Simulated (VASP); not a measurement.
# VO2 (P4_2/mnm) in VASP: single point with LDA+U

Aim: the single point of VO2 with LDA+U.

Program: VASP 6.6.1. These are calculated values, not measurements. Logs are shortened: lines on timing, memory, paths and dates and some standing lists are left out, and cuts for length are marked.

## Step 1: The cell of the first run

It takes space group P4_2/mnm (No. 136, tetragonal). Conventional cell: a = 4.555 Å, b = 4.555 Å, c = 2.853 Å, α = 90.00°, β = 90.00°, γ = 90.00°. V (site symmetry mmm) has 6 O at 1.92 to 1.93 Å within 2.5 Å. Within 2.6 Å of O (site symmetry m2m) lie 3 V at 1.92 to 1.93 Å and 1 O at 2.58 Å.

## Step 2: Single point, LDA+U, collinear spin, ferromagnetic start

INCAR reads:

```
SYSTEM = VO2
PREC = Accurate
ENCUT = 600
EDIFF = 1E-6
ISMEAR = 0
SIGMA = 0.05
LREAL = .False.
LASPH = .True.
NELM = 200
ALGO = Normal
ISIF = 2
LWAVE = .False.
LCHARG = .True.
ISPIN = 2
MAGMOM = 1 1 0 0 0 0
LORBIT = 11
LMAXMIX = 4
LDAU = .True.
LDAUTYPE = 1
LDAUL = 2 -1
LDAUU = 8 0
LDAUJ = 0.7 0
LDAUPRINT = 1
GGA = CA
LELF = .True.
LVHAR = .True.
NBANDS = 38
GGA_COMPAT = .False.
```

KPOINTS reads:

```
regular mesh
0
Gamma
  4 4 7
  0 0 0
```

POSCAR reads:

```
VO2
1.0
    4.5546007500      0.0000000000      0.0000000000
    0.0000000000      4.5546007500      0.0000000000
    0.0000000000      0.0000000000      2.8528004700
V O
2 4
Direct
    0.0000000000      0.0000000000      0.0000000000
    0.5000000000      0.5000000000      0.5000000000
    0.3001000000      0.3001000000      0.0000000000
    0.1999000000      0.8001000000      0.5000000000
    0.6999000000      0.6999000000      0.0000000000
    0.8001000000      0.1999000000      0.5000000000
```

Potentials or basis: VASP PAW LDA potentials, release 64 (V_sv, O).

Command:

```
$ cat potpaw_LDA.64/V_sv/POTCAR potpaw_LDA.64/O/POTCAR > POTCAR
$ mpirun -np 1 vasp_std > vasp.out
```

OUTCAR:

```text
SYSTEM = VO2
   PREC = Accurate
   ENCUT = 600
   EDIFF = 1E-6
   ISMEAR = 0
   LREAL = .False.
   LASPH = .True.
   NELM = 200
   ISIF = 2
   ISPIN = 2
   LORBIT = 11
   GGA = CA

 ion  position               nearest neighbor table
   1  0.000  0.000  0.000-   4 1.92   6 1.92   4 1.92   6 1.92   5 1.93   3 1.93
   2  0.500  0.500  0.500-   3 1.92   5 1.92   3 1.92   5 1.92   4 1.93   6 1.93
   3  0.300  0.300  0.000-   2 1.92   2 1.92   1 1.93
   4  0.200  0.800  0.500-   1 1.92   1 1.92   2 1.93
   5  0.700  0.700  0.000-   2 1.92   2 1.92   1 1.93
   6  0.800  0.200  0.500-   1 1.92   1 1.92   2 1.93

  LATTYP: Found a simple tetragonal cell.
 ALAT       =     4.5546007500
 C/A-ratio  =     0.6263557722

  Lattice vectors:

 A1 = (   4.5546007500,   0.0000000000,   0.0000000000)
 A2 = (   0.0000000000,   4.5546007500,   0.0000000000)
 A3 = (   0.0000000000,   0.0000000000,   2.8528004700)

Analysis of symmetry for initial positions (statically):
=====================================================================
 Subroutine PRICEL returns:
 Original cell was already a primitive cell.

 Routine SETGRP: Setting up the symmetry group for a
 simple tetragonal supercell.

 Subroutine GETGRP returns: Found 16 space group operations
 (whereof  8 operations were pure point group operations)
 out of a pool of 16 trial point group operations.

The static configuration has the point symmetry D_2h.
 The point group associated with its full space group is D_4h.

Analysis of symmetry for dynamics (positions and initial velocities):
=====================================================================
 Subroutine PRICEL returns:
 Original cell was already a primitive cell.

 Routine SETGRP: Setting up the symmetry group for a
 simple tetragonal supercell.

 Subroutine GETGRP returns: Found 16 space group operations
 (whereof  8 operations were pure point group operations)
 out of a pool of 16 trial point group operations.

The dynamic configuration has the point symmetry D_2h.
 The point group associated with its full space group is D_4h.

Analysis of structural, dynamic, and magnetic symmetry:
=====================================================================
 Subroutine PRICEL returns:
 Original cell was already a primitive cell.

 Routine SETGRP: Setting up the symmetry group for a
 simple tetragonal supercell.

 Subroutine GETGRP returns: Found 16 space group operations
 (whereof  8 operations were pure point group operations)
 out of a pool of 16 trial point group operations.

The overall configuration has the point symmetry D_2h.
 The point group associated with its full space group is D_4h.

 Subroutine INISYM returns: Found 16 space group operations
 (whereof  8 operations are pure point group operations),
 and found     1 'primitive' translations

----------------------------------------------------------------------------------------

                                     Primitive cell

  volume of cell :      59.1796

  direct lattice vectors                    reciprocal lattice vectors
     4.554600750  0.000000000  0.000000000     0.219558213  0.000000000  0.000000000
     0.000000000  4.554600750  0.000000000     0.000000000  0.219558213  0.000000000
     0.000000000  0.000000000  2.852800470     0.000000000  0.000000000  0.350532752

  length of vectors
     4.554600750  4.554600750  2.852800470     0.219558213  0.219558213  0.350532752

  position of ions in fractional coordinates (direct lattice)
     0.000000000  0.000000000  0.000000000
     0.500000000  0.500000000  0.500000000
     0.300100000  0.300100000  0.000000000
     0.199900000  0.800100000  0.500000000
     0.699900000  0.699900000  0.000000000
     0.800100000  0.199900000  0.500000000
[... 150 lines left out ...]
  o =  0.2963  v =  0.0000 -0.7071  0.0000  0.7071 -0.0000  0.0000  0.0000  0.0000  0.0000  0.0000      0.0000  0.0000  0.0000  0.0000  0.0000  0.0000  0.0000  0.0000  0.0000  0.0000
  o =  0.3046  v =  0.0000  0.0000  0.0000  0.0000  0.0000 -0.8509 -0.0000  0.5253  0.0000  0.0000      0.0000  0.0000  0.0000  0.0000  0.0000  0.0000  0.0000  0.0000  0.0000  0.0000
  o =  0.3827  v = -0.8725  0.0000  0.4887  0.0000  0.0000  0.0000  0.0000  0.0000  0.0000  0.0000      0.0000  0.0000  0.0000  0.0000  0.0000  0.0000  0.0000  0.0000  0.0000  0.0000
  o =  0.9532  v = -0.4887  0.0000 -0.8725  0.0000 -0.0000  0.0000  0.0000  0.0000  0.0000  0.0000      0.0000  0.0000  0.0000  0.0000  0.0000  0.0000  0.0000  0.0000  0.0000  0.0000

atom =   2  type =  1  l = 2

 onsite density matrix

spin component  1

  0.5189  0.0000 -0.2432  0.0000  0.0000
  0.0000  0.2091  0.0000  0.0872  0.0000
 -0.2432  0.0000  0.8170  0.0000 -0.0000
  0.0000  0.0872  0.0000  0.2091  0.0000
  0.0000  0.0000 -0.0000  0.0000  0.1290

spin component  2

  0.2355  0.0000  0.1118  0.0000  0.0000
  0.0000  0.1938  0.0000  0.0911  0.0000
  0.1118  0.0000  0.1234  0.0000 -0.0000
  0.0000  0.0911  0.0000  0.1938  0.0000
  0.0000  0.0000 -0.0000  0.0000  0.1064

 occupancies and eigenvectors

  o =  0.0544  v =  0.0000  0.0000  0.0000  0.0000  0.0000 -0.5253  0.0000  0.8509  0.0000  0.0000      0.0000  0.0000  0.0000  0.0000  0.0000  0.0000  0.0000  0.0000  0.0000  0.0000
  o =  0.1027  v =  0.0000  0.0000  0.0000  0.0000  0.0000  0.0000 -0.7071  0.0000  0.7071 -0.0000      0.0000  0.0000  0.0000  0.0000  0.0000  0.0000  0.0000  0.0000  0.0000  0.0000
  o =  0.1064  v =  0.0000  0.0000  0.0000  0.0000  0.0000  0.0000  0.0000  0.0000  0.0000 -1.0000      0.0000  0.0000  0.0000  0.0000  0.0000  0.0000  0.0000  0.0000  0.0000  0.0000
  o =  0.1220  v =  0.0000  0.7071  0.0000 -0.7071  0.0000  0.0000  0.0000  0.0000  0.0000  0.0000      0.0000  0.0000  0.0000  0.0000  0.0000  0.0000  0.0000  0.0000  0.0000  0.0000
  o =  0.1290  v =  0.0000 -0.0000  0.0000  0.0000  1.0000  0.0000  0.0000  0.0000  0.0000  0.0000      0.0000  0.0000  0.0000  0.0000  0.0000  0.0000  0.0000  0.0000  0.0000  0.0000
  o =  0.2849  v =  0.0000  0.0000  0.0000  0.0000  0.0000  0.0000  0.7071  0.0000  0.7071  0.0000      0.0000  0.0000  0.0000  0.0000  0.0000  0.0000  0.0000  0.0000  0.0000  0.0000
  o =  0.2963  v =  0.0000  0.7071  0.0000  0.7071  0.0000  0.0000  0.0000  0.0000  0.0000  0.0000      0.0000  0.0000  0.0000  0.0000  0.0000  0.0000  0.0000  0.0000  0.0000  0.0000
  o =  0.3046  v =  0.0000  0.0000  0.0000  0.0000  0.0000 -0.8509  0.0000 -0.5253  0.0000 -0.0000      0.0000  0.0000  0.0000  0.0000  0.0000  0.0000  0.0000  0.0000  0.0000  0.0000
  o =  0.3827  v = -0.8725  0.0000 -0.4887  0.0000  0.0000  0.0000  0.0000  0.0000  0.0000  0.0000      0.0000  0.0000  0.0000  0.0000  0.0000  0.0000  0.0000  0.0000  0.0000  0.0000
  o =  0.9532  v = -0.4887  0.0000  0.8725  0.0000 -0.0000  0.0000  0.0000  0.0000  0.0000  0.0000      0.0000  0.0000  0.0000  0.0000  0.0000  0.0000  0.0000  0.0000  0.0000  0.0000

 number of electron      49.9999985 magnetization       2.0000209

 Free energy of the ion-electron system (eV)
  ---------------------------------------------------
  ext. energy  EPLUGINS =         0.00000000
  ---------------------------------------------------
  free energy    TOTEN  =       -45.67288076 eV

  energy without entropy =      -45.67288076  energy(sigma->0) =      -45.67288076

 E-fermi :   5.4705     XC(G=0): -12.3447

 val. band max:        5.1333410043   @ k =   0.0000   0.0000   0.0000
 cond. band min:       6.8161707753   @ k =   0.5000   0.0000   0.4286
 fundamental gap:      1.6828297710
 Fermi energy:         5.4705156357

 spin component 1

 k-point     1 :       0.0000    0.0000    0.0000
  band No.  band energies     occupation
      1     -60.2503      1.00000
      2     -60.2411      1.00000
      3     -34.7333      1.00000
      4     -34.7333      1.00000
      5     -34.2669      1.00000
      6     -34.2669      1.00000
[... 949 lines left out ...]
     36      16.5267      0.00000
     37      18.2427      0.00000
 Fermi energy:         5.4705156357

 spin component 2

 k-point     1 :       0.0000    0.0000    0.0000
  band No.  band energies     occupation
      1     -59.2489      1.00000
      2     -59.2390      1.00000
      3     -34.1958      1.00000
      4     -34.1958      1.00000
      5     -33.0799      1.00000
      6     -33.0799      1.00000
[... 949 lines left out ...]
     36      16.5706      0.00000
     37      18.5240      0.00000
 [bands above 37 left out]

------------------------ aborting loop because EDIFF is reached ----------------------------------------

  FORCE on cell =-STRESS in cart. coord.  units (eV):
  Direction    XX          YY          ZZ          XY          YZ          ZX
  --------------------------------------------------------------------------------------
  -------------------------------------------------------------------------------------
  Total       -0.9062746     -0.9062746      7.9184714      0.0000000      0.0000000      0.0000000
  in kB      -24.5356959    -24.5356959    214.3778500      0.0000000      0.0000000      0.0000000
  external PRESSURE =      55.1021527 kB  Pullay stress =       0.0000000 kB

 VOLUME and BASIS-vectors are now :
 -----------------------------------------------------------------------------
  energy-cutoff  :      600.00
  volume of cell :       59.18
      direct lattice vectors                 reciprocal lattice vectors
     4.554600750  0.000000000  0.000000000     0.219558213  0.000000000  0.000000000
     0.000000000  4.554600750  0.000000000     0.000000000  0.219558213  0.000000000
     0.000000000  0.000000000  2.852800470     0.000000000  0.000000000  0.350532752

 POSITION                                       TOTAL-FORCE (eV/Angst)
 -----------------------------------------------------------------------------------
      0.00000      0.00000      0.00000         0.000000     -0.000000      0.000000
      2.27730      2.27730      1.42640         0.000000     -0.000000      0.000000
      1.36684      1.36684      0.00000        -0.347374     -0.347374      0.000000
      0.91046      3.64414      1.42640         0.347374     -0.347374      0.000000
      3.18777      3.18777      0.00000         0.347374      0.347374     -0.000000
      3.64414      0.91046      1.42640        -0.347374      0.347374     -0.000000
 -----------------------------------------------------------------------------------
    total drift:                                0.000000      0.000000      0.000000

  FREE ENERGIE OF THE ION-ELECTRON SYSTEM (eV)
  ---------------------------------------------------
  free  energy   TOTEN  =       -45.6728807578 eV

  energy  without entropy=      -45.6728807578  energy(sigma->0) =      -45.67288076

 total charge

# of ion       s       p       d       tot
------------------------------------------
    1        2.312   6.375   2.704  11.391
    2        2.312   6.375   2.704  11.391
    3        1.553   3.515   0.000   5.068
    4        1.553   3.515   0.000   5.068
    5        1.553   3.515   0.000   5.068
    6        1.553   3.515   0.000   5.068
--------------------------------------------------
tot         10.836  26.811   5.408  43.055

 magnetization (x)

# of ion       s       p       d       tot
------------------------------------------
    1        0.011   0.010   1.028   1.048
    2        0.011   0.010   1.028   1.048
    3       -0.002  -0.032   0.000  -0.034
    4       -0.002  -0.032   0.000  -0.034
    5       -0.002  -0.032   0.000  -0.034
    6       -0.002  -0.032   0.000  -0.034
--------------------------------------------------
tot          0.014  -0.109   2.055   1.960
```

It took 2.1 min on 1 thread of AMD EPYC 7R13 (Zen 3), shared host; peak memory 0.19 GiB.

What came out:

```
Free energy                                           : -45.6729 eV
Pressure                                              : 5.5 GPa
Largest force                                         : 0.491 eV/Å
Band gap on the k mesh                                : 1.68 eV (least direct gap 2.13 eV)
Net moment                                            : 2.00 μB per cell
Site moments                                          : V +1.05; O -0.03 μB
Valence electrons inside the program's atomic spheres : V 11.39; O 5.07
```

Forces in eV/Å, atoms in the order of the input:
```
V    0.000  0.000  0.000
V    0.000  0.000  0.000
O   -0.347 -0.347  0.000
O    0.347 -0.347  0.000
O    0.347  0.347  0.000
O   -0.347  0.347  0.000
```

Levels at points of the mesh, in eV from the valence-band top:
Spin up:
| k point | band 22 | band 23 | band 24 | band 25 | band 26 | band 27 | band 28 | band 29 | band 30 | band 31 |
| --- | --- | --- | --- | --- | --- | --- | --- | --- | --- | --- |
| (0.00, 0.00, 0.00) | -2.29 | -0.81 | -0.64 | -0.64 | 0.00 | 2.13 | 2.15 | 2.29 | 2.29 | 4.26 |
| (0.50, 0.00, 0.00) | -1.92 | -1.81 | -1.81 | -0.80 | -0.80 | 2.83 | 2.83 | 3.26 | 3.26 | 4.17 |
| (0.50, 0.50, 0.00) | -2.41 | -1.56 | -1.56 | -1.52 | -1.52 | 2.31 | 2.31 | 3.55 | 3.55 | 3.61 |
Spin down:
| k point | band 20 | band 21 | band 22 | band 23 | band 24 | band 25 | band 26 | band 27 | band 28 | band 29 |
| --- | --- | --- | --- | --- | --- | --- | --- | --- | --- | --- |
| (0.00, 0.00, 0.00) | -2.27 | -0.82 | -0.68 | -0.68 | -0.05 | 2.77 | 2.90 | 2.90 | 2.94 | 3.43 |
| (0.50, 0.00, 0.00) | -3.45 | -1.76 | -1.76 | -0.88 | -0.88 | 3.44 | 3.44 | 3.83 | 3.83 | 4.11 |
| (0.50, 0.50, 0.00) | -2.33 | -1.58 | -1.58 | -1.51 | -1.51 | 2.93 | 2.93 | 3.07 | 3.07 | 4.15 |

Eigenvalues of the final occupation matrices:
```csv
site,spin,trace,eigenvalues
site 1 d,1,1.88,0.12 0.13 0.30 0.38 0.95
site 1 d,2,0.85,0.05 0.10 0.11 0.28 0.30
site 2 d,1,1.88,0.12 0.13 0.30 0.38 0.95
site 2 d,2,0.85,0.05 0.10 0.11 0.28 0.30
```

Caveat: the cell stands under pressure; an odd mesh through Γ misses points on the zone boundary, where band edges can lie.
